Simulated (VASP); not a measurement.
Here is a VASP 6.6.1 calculation.

Contents of INCAR:

```
SYSTEM = Os
  ALGO = Normal
  EDIFF = 1E-6
  ENCUT = 560
  GGA = RE
  GGA_COMPAT = .FALSE.
  ISIF = 2
  ISMEAR = -1
  LASPH = .TRUE.
  LCHARG = .FALSE.
  LREAL = .FALSE.
  LWAVE = .FALSE.
  NBANDS = 23
  NELM = 120
  PREC = Accurate
  SIGMA = 0.1
```

The input KPOINTS:

```
k-points
0
G
  11 11 11
  0 0 0
```

File POSCAR:

```
Os
1.0
    0.0000000000      2.7104545673      2.7104545673
    2.7104545673      0.0000000000      2.7104545673
    2.7104545673      2.7104545673      0.0000000000
Os
2
Direct
    0.1250000000      0.1250000000      0.1250000000
    0.8750000000      0.8750000000      0.8750000000
```

Potentials or basis: VASP PAW PBE potentials, release 64 (Os_sv_GW).

Run with:

```bash
$ cat potpaw_PBE.64/Os_sv_GW/POTCAR > POTCAR
$ mpirun -np 1 vasp_std > vasp.out
```

**Question.** Predict the pressure.

**Answer.** 19.5 GPa.

**Question.** What does it give for the band gap on the k mesh?

**Answer.** Zero (bands 16 and 17 overlap by 1.08 eV).

Caveat: the cell stands under pressure; the PAW data sets were made with another functional, which shifts forces and pressure a little; spin-orbit coupling is left out, which moves the levels of the heavy elements.
